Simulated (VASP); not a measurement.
Crystal: SnSe.

```
Sn Se
1.0
     0.00000    3.02993    3.02993
     3.02993    0.00000    3.02993
     3.02993    3.02993    0.00000
Sn Se
1 1
Direct
  0.00000 0.00000 0.00000
  0.50000 0.50000 0.50000
```

Base run:

| Item | Value |
| --- | --- |
| Program | VASP 6.6.1 |
| Functional | PBEsol |
| Potentials or basis | VASP PAW PBE potentials, release 64 (Sn_d, Se) |
| Cutoff | 520 eV |
| k mesh | 8 × 8 × 8 |
| Occupations | fermi-dirac, width 0.05 eV |
| Spin | no spin polarisation |

Its results: band gap on the k mesh 0.57 eV, direct; pressure -2.8 GPa.

The run is repeated on the same cell with these changes: functional from PBEsol to revPBE. What comes out?

Band gap on the k mesh 0.47 eV, direct; pressure 1.1 GPa.

revPBE binds less tightly than PBEsol, so the same cell stands under more pressure.

Caveats: the PAW data sets were made with another functional, which shifts forces and pressure a little; spin-orbit coupling is left out, which moves the levels of the heavy elements.

A k mesh can miss the band edges.
